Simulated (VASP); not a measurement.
# HfB2 (P6/mmm) in VASP: notebook, part 2 of 2

VASP 6.6.1. The steps go on from the part before.

### 4 Single point, PBE0

File POSCAR:

```
HfB2
1.0
    3.1400000000      0.0000000000      0.0000000000
   -1.5700000000      2.7193197679      0.0000000000
    0.0000000000      0.0000000000      3.4800000000
Hf B
1 2
Direct
    0.0000000000      0.0000000000      0.0000000000
    0.6666666667      0.3333333333      0.5000000000
    0.3333333333      0.6666666667      0.5000000000
```

File INCAR.step1:

```
  PREC = Accurate
  ENCUT = 520
  EDIFF = 1E-5
  ISMEAR = -1
  SIGMA = 0.05
  LREAL = False
  LASPH = True
  NELM = 100
  ALGO = Normal
  ISIF = 2
  LWAVE = True
  NBANDS = 15
  GGA = PE
```

File INCAR.step2:

```
  PREC = Accurate
  ENCUT = 520
  EDIFF = 1E-6
  ISMEAR = -1
  SIGMA = 0.05
  LREAL = False
  LASPH = True
  NELM = 100
  ALGO = Normal
  ISIF = 2
  LWAVE = False
  LCHARG = True
  GGA = PE
  LHFCALC = True
  AEXX = 0.25
  PRECFOCK = Normal
  LELF = True
  LVHAR = True
  NBANDS = 15
  ISTART = 1
```

File KPOINTS:

```
Automatic mesh
0
Gamma
  5 5 4
```

Potentials or basis: VASP PAW PBE potentials, release 64 (Hf_pv, B).

Started as:

```bash
$ cat potpaw_PBE.64/Hf_pv/POTCAR potpaw_PBE.64/B/POTCAR > POTCAR
$ cp INCAR.step1 INCAR
$ mpirun -np 1 vasp_std > vasp.out
$ cp INCAR.step2 INCAR
$ mpirun -np 1 vasp_std > vasp.out
```

OUTCAR:

```text
PREC = Accurate
   ENCUT = 520
   EDIFF = 1E-6
   ISMEAR = -1
   LREAL = False
   LASPH = True
   NELM = 100
   ISIF = 2
   GGA = PE
   LHFCALC = True
   AEXX = 0.25
   PRECFOCK = Normal
   ISTART = 1

 ion  position               nearest neighbor table
   1  0.000  0.000  0.000-   2 2.51   3 2.51   2 2.51   3 2.51   2 2.51   2 2.51   3 2.51   3 2.51
                             2 2.51   2 2.51   3 2.51   3 2.51
   2  0.667  0.333  0.500-   3 1.81   3 1.81   3 1.81   1 2.51   1 2.51   1 2.51   1 2.51   1 2.51
                             1 2.51
   3  0.333  0.667  0.500-   2 1.81   2 1.81   2 1.81   1 2.51   1 2.51   1 2.51   1 2.51   1 2.51
                             1 2.51

  LATTYP: Found a hexagonal cell.
 ALAT       =     3.1400000000
 C/A-ratio  =     1.1082802548

  Lattice vectors:

 A1 = (   3.1400000000,   0.0000000000,   0.0000000000)
 A2 = (  -1.5700000000,   2.7193197679,   0.0000000000)
 A3 = (   0.0000000000,   0.0000000000,   3.4800000000)

Analysis of symmetry for initial positions (statically):
=====================================================================
 Subroutine PRICEL returns:
 Original cell was already a primitive cell.

 Routine SETGRP: Setting up the symmetry group for a
 hexagonal supercell.

 Subroutine GETGRP returns: Found 24 space group operations
 (whereof 24 operations were pure point group operations)
 out of a pool of 24 trial point group operations.

The static configuration has the point symmetry D_6h.

Analysis of symmetry for dynamics (positions and initial velocities):
=====================================================================
 Subroutine PRICEL returns:
 Original cell was already a primitive cell.

 Routine SETGRP: Setting up the symmetry group for a
 hexagonal supercell.

 Subroutine GETGRP returns: Found 24 space group operations
 (whereof 24 operations were pure point group operations)
 out of a pool of 24 trial point group operations.

The dynamic configuration has the point symmetry D_6h.

[... 127 lines left out ...]
   LEPSILON=     F    determine dielectric tensor
   LRPA    =     F    only Hartree local field effects (RPA)
 non-spin polarized calculation
  energy-cutoff  :      520.00
  volume of cell :       29.71
 maximum number of plane-waves:       816
 NGX is ok and might be reduce to    24
  NGX = 18; NGY = 18; NGZ = 20

 number of electron      15.9999998 magnetization

 Free energy of the ion-electron system (eV)
  ---------------------------------------------------
  ext. energy  EPLUGINS =         0.00000000
  ---------------------------------------------------
  free energy    TOTEN  =       -31.19393482 eV

  energy without entropy =      -31.18977593  energy(sigma->0) =      -31.19185537

 E-fermi :   7.4308     XC(G=0):  -9.8849

 val. band max:        7.4308459633   @ k =   0.4000   0.2000   0.0000
 cond. band min:       8.2751791217   @ k =   0.0000   0.0000   0.2500
 fundamental gap:      0.8443331583
 Fermi energy:         7.4308459692

 k-point     1 :       0.0000    0.0000    0.0000
  band No.  band energies     occupation
      1     -25.7832      2.00000
      2     -25.2302      2.00000
      3     -25.2302      2.00000
      4      -8.4074      2.00000
      5       3.8344      2.00000
      6       3.8344      2.00000
      7       3.9199      2.00000
      8       3.9227      2.00000
      9      12.7140      0.00000
     10      12.7140      0.00000
     11      13.4323      0.00000
     12      13.4323      0.00000
     13      13.5841      0.00000
     14      13.6179      0.00000
[... 239 lines left out ...]
      2     -25.8821      2.00000
      3     -25.5828      2.00000
      4      -4.1213      2.00000
      5      -2.1912      2.00000
      6       1.0249      2.00000
      7       2.7333      2.00000
      8       3.6390      2.00000
      9      13.1595      0.00000
     10      14.5487      0.00000
     11      14.9542      0.00000
     12      15.4919      0.00000
     13      16.1353      0.00000
     14      16.7872      0.00000
     15      17.3622      0.00000

------------------------ aborting loop because EDIFF is reached ----------------------------------------

  FORCE on cell =-STRESS in cart. coord.  units (eV):
  Direction    XX          YY          ZZ          XY          YZ          ZX
  --------------------------------------------------------------------------------------
  -------------------------------------------------------------------------------------
  Total       -0.4452177     -0.4452177     -0.9503952      0.0000000      0.0000000      0.0000000
  in kB      -24.0056701    -24.0056701    -51.2443090      0.0000000      0.0000000      0.0000000
  external PRESSURE =     -33.0852164 kB  Pullay stress =       0.0000000 kB

 VOLUME and BASIS-vectors are now :
 -----------------------------------------------------------------------------
  energy-cutoff  :      520.00
  volume of cell :       29.71
      direct lattice vectors                 reciprocal lattice vectors
     3.140000000  0.000000000  0.000000000     0.318471338  0.183869512  0.000000000
    -1.570000000  2.719319768  0.000000000     0.000000000  0.367739025  0.000000000
     0.000000000  0.000000000  3.480000000     0.000000000  0.000000000  0.287356322

 POSITION                                       TOTAL-FORCE (eV/Angst)
 -----------------------------------------------------------------------------------
      0.00000      0.00000      0.00000         0.000000      0.000000     -0.000000
      1.57000      0.90644      1.74000        -0.000000      0.000000     -0.000000
     -0.00000      1.81288      1.74000         0.000000     -0.000000      0.000000
 -----------------------------------------------------------------------------------
    total drift:                                0.000000      0.000000      0.000000

  FREE ENERGIE OF THE ION-ELECTRON SYSTEM (eV)
  ---------------------------------------------------
  free  energy   TOTEN  =       -31.1939348182 eV

  energy  without entropy=      -31.1897759286  energy(sigma->0) =      -31.19185537
```

OUTCAR.step1:

```text
PREC = Accurate
   ENCUT = 520
   EDIFF = 1E-5
   ISMEAR = -1
   LREAL = False
   LASPH = True
[... 486 lines left out ...]
      0.00000      0.00000      0.00000        -0.000000      0.000000      0.000000
      1.57000      0.90644      1.74000         0.000000      0.000000      0.000000
     -0.00000      1.81288      1.74000        -0.000000      0.000000      0.000000
 -----------------------------------------------------------------------------------
    total drift:                               -0.000000      0.000000      0.000000

  FREE ENERGIE OF THE ION-ELECTRON SYSTEM (eV)
  ---------------------------------------------------
  free  energy   TOTEN  =       -26.3792207434 eV

  energy  without entropy=      -26.3750441948  energy(sigma->0) =      -26.37713247
```

OSZICAR.step1:

```text
N       E                     dE             d eps       ncg     rms          rms(c)
DAV:   1     0.297462892182E+02    0.29746E+02   -0.81871E+03   450   0.102E+03
DAV:   2    -0.271158216337E+02   -0.56862E+02   -0.53653E+02   612   0.221E+02
DAV:   3    -0.287464474342E+02   -0.16306E+01   -0.16238E+01   562   0.269E+01
DAV:   4    -0.287530081291E+02   -0.65607E-02   -0.65598E-02   548   0.213E+00
DAV:   5    -0.287530459564E+02   -0.37827E-04   -0.37827E-04   548   0.142E-01    0.527E+01
DAV:   6    -0.265033453567E+02    0.22497E+01   -0.27011E+00   520   0.119E+01    0.384E+01
DAV:   7    -0.264501945621E+02    0.53151E-01   -0.95544E-01   555   0.724E+00    0.115E+01
DAV:   8    -0.263842853657E+02    0.65909E-01   -0.24863E-01   513   0.378E+00    0.176E+00
DAV:   9    -0.263794604720E+02    0.48249E-02   -0.20811E-02   499   0.115E+00    0.425E-01
DAV:  10    -0.263792111066E+02    0.24937E-03   -0.91331E-04   541   0.258E-01    0.271E-01
DAV:  11    -0.263792207434E+02   -0.96368E-05   -0.59566E-05   541   0.584E-02
   1 F= -.26379221E+02 E0= -.26377132E+02  d E =-.417655E-02
```

Run time: 6.5 min. Hardware: 1 thread of Intel Xeon Platinum 8559C (Emerald Rapids), shared host; peak memory 0.16 GiB.

Results:

- Free energy: -31.1939 eV
- Pressure: -3.3 GPa
- Band gap on the k mesh: zero (bands 8 and 9 overlap by 1.15 eV)

Caveat: the k points lie up to 0.46 Å⁻¹ apart, too coarse for converged energies and pressures of a metal; the PAW data sets were made with another functional, which shifts forces and pressure a little; spin-orbit coupling is left out, which moves the levels of the heavy elements.

### 5 The runs side by side

```tsv
level	spin	k mesh	cutoff (eV)	smearing	grid for exact exchange (PRECFOCK)	share of exact exchange	gap on the mesh (eV)	pressure (GPa)	moment (μB)
revpbe exchange, lda correlation	non-collinear, typed start	8 × 8 × 6	500	fermi-dirac 0.025 eV	-	-	none	12.6	0.00
BHLYP	non-collinear, zero start, SOC	6 × 6 × 5	420	gaussian 0.01 eV	Normal	0.5	-	-1.2	0.01
PBE0	off	5 × 5 × 4	520	fermi-dirac 0.05 eV	Normal	0.25	none	-3.3	-
```

Alike in all rows: task single point; potentials or basis VASP PAW PBE potentials, release 64 (Hf_pv, B); cell as given.

Caveats: some runs use coarse meshes; the PAW data sets were made with another functional, which shifts forces and pressure a little; spin-orbit coupling is left out, which moves the levels of the heavy elements (at least some runs); the cell stands under pressure (at least some runs).

Total energies depend on the potentials used, so only differences within one code and one set of settings carry meaning.
